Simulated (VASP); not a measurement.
# Sb (Fm-3m) in VASP: relaxation of cell and atoms with B3LYP

Aim: the relaxation of cell and atoms of Sb with B3LYP.

Everything below comes from runs of VASP 6.6.1. Logs are shortened: lines on timing, memory, paths and dates and some standing lists are left out, and cuts for length are marked.

## 1. The cell of the first run

The structure is cubic, space group Fm-3m (No. 225). The conventional cell has a = 4.742 Å, b = 4.742 Å, c = 4.742 Å, α = 90.00°, β = 90.00°, γ = 90.00°. Within 4.4 Å of Sb (site symmetry m-3m) lie 12 Sb at 3.35 Å.

This isn't the form of Sb at room conditions, which is rhombohedral.

## 2. Relaxation of cell and atoms, B3LYP

File POSCAR:

```
Sb
1.0
    0.0000000000      2.3712425216      2.3712425216
    2.3712425216      0.0000000000      2.3712425216
    2.3712425216      2.3712425216      0.0000000000
Sb
1
Direct
    0.0000000000      0.0000000000      0.0000000000
```

File INCAR.step1:

```
PREC     = Accurate       # precision mode
ENCUT    = 500            # plane-wave cutoff, eV
EDIFF    = 1E-5           # SCF threshold, eV
ISMEAR   = -1             # smearing method
SIGMA    = 0.05           # smearing width, eV
LREAL    = False          # projectors in reciprocal space
LASPH    = True           # aspherical terms in the spheres
NELM     = 120            # most SCF steps
ALGO     = Normal         # electronic algorithm
LWAVE    = True           # write WAVECAR
LCHARG   = False          # write CHGCAR
GGA      = PE             # functional
NBANDS   = 14             # bands
GGA_COMPAT= False        
IBRION   = 2              # ionic algorithm
ISIF     = 3              # what is computed and relaxed
EDIFFG   = -0.005         # ionic threshold
NELMIN   = 4            
NSW      = 100            # ionic steps
```

File INCAR.step2:

```
PREC     = Accurate       # precision mode
ENCUT    = 500            # plane-wave cutoff, eV
EDIFF    = 1E-7           # SCF threshold, eV
ISMEAR   = -1             # smearing method
SIGMA    = 0.05           # smearing width, eV
LREAL    = False          # projectors in reciprocal space
LASPH    = True           # aspherical terms in the spheres
NELM     = 120            # most SCF steps
ALGO     = Normal         # electronic algorithm
ISIF     = 3              # what is computed and relaxed
LWAVE    = False          # write WAVECAR
LCHARG   = False          # write CHGCAR
GGA      = B3             # functional
LHFCALC  = True           # exact exchange
AEXX     = 0.2            # exact-exchange fraction
AGGAX    = 0.72         
AGGAC    = 0.81         
ALDAC    = 0.19         
PRECFOCK = Normal       
IBRION   = 2              # ionic algorithm
NSW      = 60             # ionic steps
EDIFFG   = -0.01          # ionic threshold
ISTART   = 1            
GGA_COMPAT= False        
NELMIN   = 4
```

File KPOINTS:

```
Automatic mesh
0
Gamma
  5 5 5
```

Potentials or basis: VASP PAW PBE potentials, release 64 (Sb_d_GW).

Started as:

```
> cat potpaw_PBE.64/Sb_d_GW/POTCAR > POTCAR
> cp INCAR.step1 INCAR
> mpirun -np 1 vasp_std > vasp.out
> cp INCAR.step2 INCAR
> mpirun -np 1 vasp_std > vasp.out
```

OUTCAR:

```text
PREC = Accurate
   ENCUT = 500
   EDIFF = 1E-7
   ISMEAR = -1
   LREAL = False
   LASPH = True
   NELM = 120
   ISIF = 3
   GGA = B3
   LHFCALC = True
   AEXX = 0.2
   PRECFOCK = Normal
   IBRION = 2
   NSW = 60
   EDIFFG = -0.01
   ISTART = 1
   NELMIN = 4

 ion  position               nearest neighbor table
   1  0.000  0.000  0.000-

  LATTYP: Found a face centered cubic cell.
 ALAT       =     4.7424850432

  Lattice vectors:

 A1 = (   0.0000000000,   2.3712425216,   2.3712425216)
 A2 = (   2.3712425216,   0.0000000000,   2.3712425216)
 A3 = (   2.3712425216,   2.3712425216,   0.0000000000)

Analysis of symmetry for initial positions (statically):
=====================================================================
 Subroutine PRICEL returns:
 Original cell was already a primitive cell.

 Routine SETGRP: Setting up the symmetry group for a
 face centered cubic supercell.

 Subroutine GETGRP returns: Found 48 space group operations
 (whereof 48 operations were pure point group operations)
 out of a pool of 48 trial point group operations.

The static configuration has the point symmetry O_h .

Analysis of symmetry for dynamics (positions and initial velocities):
=====================================================================
 Subroutine PRICEL returns:
 Original cell was already a primitive cell.

 Routine SETGRP: Setting up the symmetry group for a
 face centered cubic supercell.

 Subroutine GETGRP returns: Found 48 space group operations
 (whereof 48 operations were pure point group operations)
 out of a pool of 48 trial point group operations.

The dynamic configuration has the point symmetry O_h .

 Subroutine INISYM returns: Found 48 space group operations
 (whereof 48 operations are pure point group operations),
 and found     1 'primitive' translations

----------------------------------------------------------------------------------------

                                     Primitive cell

  volume of cell :      26.6660

  direct lattice vectors                    reciprocal lattice vectors
     0.000000000  2.371242522  2.371242522    -0.210859916  0.210859916  0.210859916
     2.371242522  0.000000000  2.371242522     0.210859916 -0.210859916  0.210859916
     2.371242522  2.371242522  0.000000000     0.210859916  0.210859916 -0.210859916

  length of vectors
     3.353443334  3.353443334  3.353443334     0.365220089  0.365220089  0.365220089

  position of ions in fractional coordinates (direct lattice)
     0.000000000  0.000000000  0.000000000

  ion indices of the primitive-cell ions
   primitive index   ion index
                 1           1

----------------------------------------------------------------------------------------

 KPOINTS: Automatic mesh

Automatic generation of k-mesh.
 Grid dimensions read from file:
 generate k-points for:    5    5    5

 Generating k-lattice:

  Cartesian coordinates                     Fractional coordinates (reciprocal lattice)
    -0.042171983  0.042171983  0.042171983     0.200000000  0.000000000  0.000000000
     0.042171983 -0.042171983  0.042171983     0.000000000  0.200000000  0.000000000
     0.042171983  0.042171983 -0.042171983     0.000000000  0.000000000  0.200000000

  Length of vectors
     0.073044018  0.073044018  0.073044018

  Shift w.r.t. Gamma in fractional coordinates (k-lattice)
     0.000000000  0.000000000  0.000000000

 Subroutine IBZKPT returns following result:
 ===========================================

 Found     10 irreducible k-points:

 Following reciprocal coordinates:
            Coordinates               Weight
  0.000000  0.000000  0.000000      1.000000
  0.200000  0.000000  0.000000      8.000000
  0.400000  0.000000  0.000000      8.000000
  0.200000  0.200000  0.000000      6.000000
  0.400000  0.200000  0.000000     24.000000
 -0.400000  0.200000  0.000000     24.000000
 -0.200000  0.200000  0.000000     12.000000
  0.400000  0.400000  0.000000      6.000000
 -0.400000  0.400000  0.000000     12.000000
 -0.400000  0.400000  0.200000     24.000000
   k-points           NKPTS =     10   k-points in BZ     NKDIM =    125   number of bands    NBANDS=     11
   number of dos      NEDOS =    301   number of ions     NIONS =      1
   total plane-waves  NPLWV =  13824
   dimension x,y,z NGX =    24 NGY =   24 NGZ =   24
   dimension x,y,z NGXF=    48 NGYF=   48 NGZF=   48
   ions per type =               1
   NGX,Y,Z   is equivalent  to a cutoff of  11.90, 11.90, 11.90 a.u.
   NGXF,Y,Z  is equivalent  to a cutoff of  23.80, 23.80, 23.80 a.u.
 SYSTEM =  unknown system
   PREC   = accura    normal or accurate (medium, high low for compatibility)
   ISTART =      1    job   : 0-new  1-cont  2-samecut
   ICHARG =      0    charge: 1-file 2-atom 10-const
   ISPIN  =      1    spin polarized calculation?
   LNONCOLLINEAR =      F non collinear calculations
   LSORBIT =      F    spin-orbit coupling
   LASPH  =      T    aspherical Exc in radial PAW
   ENCUT  =  500.0 eV  36.75 Ry    6.06 a.u.   6.11  6.11  6.11*2*pi/ulx,y,z
   NELM   =    120;   NELMIN=  4; NELMDL=  0     # of ELM steps
   EDIFF  = 0.1E-06   stopping-criterion for ELM
   LREAL  =      F    real-space projection
   EDIFFG = -.1E-01   stopping-criterion for IOM
   NSW    =     60    number of steps for IOM
   IBRION =      2    ionic relax: 0-MD 1-quasi-New 2-CG
   NFREE  =      1    steps in history (QN), initial steepest desc. (CG)
   ISIF   =      3    stress and relaxation
   ISYM   =      3    0-nonsym 1-usesym 2-fastsym
   POTIM  = 0.5000    time-step for ionic-motion
   TEBEG  =    0.0;   TEEND  =   0.0 temperature during run
   PSTRESS=    0.0 pullay stress
   NELECT =      15.0000    total number of electrons
   NUPDOWN=      -1.0000    fix difference up-down
   EMIN   =  10.00;   EMAX   =-10.00  energy-range for DOS
   EFERMI =   0.00;   METHOD = LEGACY
   ISMEAR =    -1;   SIGMA  =   0.05  broadening in eV -4-tet -1-fermi 0-gaus
   EFERMI_NEDOS =   21; number of points for ismear=-14 and -15
   IALGO  =     38    algorithm
   IMIX   =      1    mixing-type and parameters
     AMIX     =   0.40;   BMIX     =  1.00
     AMIX_MAG =   1.60;   BMIX_MAG =  1.00
  volume/ion in A,a.u.               =      26.67       179.95
  Fermi-wavevector in a.u.,A,eV,Ry     =   1.351406  2.553788 24.848307  1.826299
  Thomas-Fermi vector in A             =   2.478831
   LORBIT       =      0    0 simple, 1 ext, 2 COOP (PROOUT), +10 PAW based schemes
   GGA     = B3    functional components
   LHFCALC =     T    Hartree Fock is set to
   PRECFOCK=normal    Normal, Fast or Accurate (Low or Medium for compatibility)
   ENCUT4O =  -1.0   cutoff for four orbital integrals eV
   NKREDX  =     1    reduce k-point grid by
   NKREDY  =     1    reduce k-point grid by
   NKREDZ  =     1    reduce k-point grid by
   AEXX    =    0.2000 exact exchange contribution
   HFSCREEN=    0.0000 screening length (either q_TF or 0.3 A-1)
   HFSCREENC=   0.0000 screening length for correlation (either q_TF or 0.3 A-1)
   ENCUTFOCK=  -1.0 apply spherical cutoff to Coloumb kernel
   IVDW    =     0    specifies the selected vdW correction
   LEPSILON=     F    determine dielectric tensor
   LRPA    =     F    only Hartree local field effects (RPA)
 conjugate gradient relaxation of ions
 non-spin polarized calculation
  energy-cutoff  :      500.00
  volume of cell :       26.67
 maximum number of plane-waves:       687
  NGX = 20; NGY = 20; NGZ = 20

--------------------------------------- Ionic step        1  -------------------------------------------

 number of electron      15.0000001 magnetization

 Free energy of the ion-electron system (eV)
  ---------------------------------------------------
  ext. energy  EPLUGINS =         0.00000000
  ---------------------------------------------------
  free energy    TOTEN  =        -3.90556951 eV

  energy without entropy =       -3.89430084  energy(sigma->0) =       -3.89993518

------------------------ aborting loop because EDIFF is reached ----------------------------------------

  FORCE on cell =-STRESS in cart. coord.  units (eV):
  Direction    XX          YY          ZZ          XY          YZ          ZX
  --------------------------------------------------------------------------------------
  -------------------------------------------------------------------------------------
  Total        0.8464244      0.8464244      0.8464244      0.0000000      0.0000000      0.0000000
  in kB       50.8558423     50.8558423     50.8558423      0.0000000      0.0000000      0.0000000
  external PRESSURE =      50.8558423 kB  Pullay stress =       0.0000000 kB
[... 20 lines left out ...]
  energy  without entropy=       -3.8943008424  energy(sigma->0) =       -3.89993518

--------------------------------------- Ionic step        2  -------------------------------------------

 number of electron      15.0000018 magnetization

 E-fermi :   5.2987     XC(G=0):  -8.0145

 val. band max:        5.2491458854   @ k =  -0.4000   0.4000   0.2000
 cond. band min:       5.8009410045   @ k =  -0.2000   0.2000   0.0000
 fundamental gap:      0.5517951192
 Fermi energy:         5.2986665932

 k-point     1 :       0.0000    0.0000    0.0000
  band No.  band energies     occupation
      1     -26.2520      2.00000
      2     -26.2520      2.00000
      3     -26.2520      2.00000
      4     -26.2240      2.00000
      5     -26.2240      2.00000
      6      -8.2359      2.00000
      7      10.6249      0.00000
      8      10.6249      0.00000
      9      10.6249      0.00000
     10      16.5032      0.00000
     11      16.8119      0.00000
[... 261 lines left out ...]
  energy  without entropy=       -3.9257780004  energy(sigma->0) =       -3.93139215

--------------------------------------- Ionic step        6  -------------------------------------------

 number of electron      14.9999993 magnetization

 Free energy of the ion-electron system (eV)
  ---------------------------------------------------
  ext. energy  EPLUGINS =         0.00000000
  ---------------------------------------------------
  free energy    TOTEN  =        -3.93701209 eV

  energy without entropy =       -3.92578397  energy(sigma->0) =       -3.93139803

 E-fermi :   5.6892     XC(G=0):  -8.1735

 val. band max:        5.6396979395   @ k =  -0.4000   0.4000   0.2000
 cond. band min:       6.2163810835   @ k =  -0.2000   0.2000   0.0000
 fundamental gap:      0.5766831440
 Fermi energy:         5.6892286651

 k-point     1 :       0.0000    0.0000    0.0000
  band No.  band energies     occupation
      1     -25.8309      2.00000
      2     -25.8309      2.00000
      3     -25.8309      2.00000
      4     -25.7980      2.00000
      5     -25.7980      2.00000
      6      -8.1199      2.00000
      7      11.3622      0.00000
      8      11.3622      0.00000
      9      11.3622      0.00000
     10      17.1197      0.00000
     11      17.2630      0.00000
[... 152 lines left out ...]
  FREE ENERGIE OF THE ION-ELECTRON SYSTEM (eV)
  ---------------------------------------------------
  free  energy   TOTEN  =        -3.9370120933 eV

  energy  without entropy=       -3.9257839662  energy(sigma->0) =       -3.93139803

 reached required accuracy - stopping structural energy minimisation
```

Wall time 31 min (1 thread of Intel Xeon 6975P-C (Granite Rapids), shared host); peak memory 0.15 GiB.

What came out:

- Free energy: -3.9370 eV
- Relaxed volume: 28.81 Å³/atom
- Relaxed cell: a = 3.441 Å, b = 3.441 Å, c = 3.441 Å, α = 60.00°, β = 60.00°, γ = 60.00°
- Space group after relaxing (to 0.1 Å): Fm-3m (No. 225)
- Energy gained by relaxing: 31.4 meV/atom
- Ionic steps: 6
- Pressure after relaxing: 0.0 GPa
- Band gap on the k mesh: zero (an odd number of electrons rules out a gap without spin polarisation)

Step by step:
```csv
step,energy change (eV),largest force (eV/Å),pressure (GPa),volume (Å³)
1,0.0000,0.0000,5.09,26.67
2,-0.0228,0.0000,-2.16,30.07
3,-0.0314,0.0000,0.08,28.80
4,-0.0314,0.0000,-0.10,28.85
5,-0.0314,0.0000,0.13,28.78
6,-0.0314,0.0000,-0.02,28.81
```

Final structure:
```xyz
1
Lattice="0.0000 2.4332 2.4332 2.4332 0.0000 2.4332 2.4332 2.4332 0.0000" Properties=species:S:1:pos:R:3 pbc="T T T"
Sb    2.4332    2.4332    0.0000
```

Levels at points of the mesh, in eV from the Fermi level:
| k point | band 4 | band 5 | band 6 | band 7 | band 8 | band 9 | band 10 | band 11 |
| --- | --- | --- | --- | --- | --- | --- | --- | --- |
| (0.00, 0.00, 0.00) | -31.49 | -31.49 | -13.81 | 5.67 | 5.67 | 5.67 | 11.43 | 11.57 |

Caveat: the k points lie up to 0.45 Å⁻¹ apart in the final cell, too coarse for converged energies and pressures of a metal; the PAW data sets were made with another functional, which shifts forces and pressure a little; spin-orbit coupling is left out, which moves the levels of the heavy elements; an odd number of electrons without spin polarisation forces a metal; a magnetic or distorted state may lie lower.

The gap in the log of VASP goes by the Fermi energy; the results here count the filled bands.